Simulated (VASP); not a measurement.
## Mo: relaxation of cell and atoms with LDA

The system is Mo.

```
Mo
1.0
    -1.58381    1.58381    1.58381
     1.58381   -1.58381    1.58381
     1.58381    1.58381   -1.58381
Mo
1
Cartesian
  0.0000 0.0000 0.0000
```

```yaml
Program: VASP 6.6.1
Task: relaxation of cell and atoms
Functional: LDA
Potentials_or_basis: VASP PAW LDA potentials, release 64 (Mo_sv)
Cutoff: 600 eV
k_mesh: 12 × 12 × 12
Occupations: fermi-dirac, width 0.05 eV
Spin: no spin polarisation
Dipole_correction: no
Further_INCAR_settings: ALGO = Normal; EDIFF = 1e-06; IBRION = 2; EDIFFG = -0.02; NSW = 80; ISIF = 3
```

```
Relaxed volume                         : 15.13 Å³/atom
Relaxed cell                           : a = 2.699 Å, b = 2.699 Å, c = 2.699 Å, α = 109.47°, β = 109.47°, γ = 109.47°
Space group after relaxing (to 0.05 Å) : Im-3m (No. 229)
Energy gained by relaxing              : 33.2 meV/atom
Ionic steps                            : 4
Pressure after relaxing                : -0.2 GPa
Band gap on the k mesh                 : zero (band 7 reaches 17.20 eV, above the bottom of band 8 at 11.56 eV)
```

Step by step:
```
step  energy change (eV)  largest force (eV/Å)  pressure (GPa)  volume (Å³)
   1              0.0000                0.0000          -13.21        15.89
   2              0.2975                0.0000           58.09        13.06
   3             -0.0331                0.0000           -0.96        15.17
   4             -0.0332                0.0000           -0.17        15.13
```

Final structure:
```
CELL_PARAMETERS angstrom
-1.55804 1.55804 1.55804
1.55804 -1.55804 1.55804
1.55804 1.55804 -1.55804
ATOMIC_POSITIONS crystal
Mo 0.00000 0.00000 0.00000
```

Levels at points of the mesh, in eV from the Fermi level:
```tsv
k point	band 4	band 5	band 6	band 7	band 8	band 9	band 10	band 11
(0.00, 0.00, 0.00)	-34.25	-7.27	-1.38	-1.38	-1.38	1.74	1.74	14.93
(0.50, 0.00, 0.00)	-34.26	-5.48	-3.52	1.80	1.87	2.45	5.07	12.09
(0.50, 0.50, 0.50)	-35.33	-5.66	-5.66	4.26	4.26	4.26	9.37	9.37
```

It took 12 s on 1 thread of Intel(R) Xeon(R) 6975P-C (Granite Rapids) (shared host), peak memory 0.14 GiB.
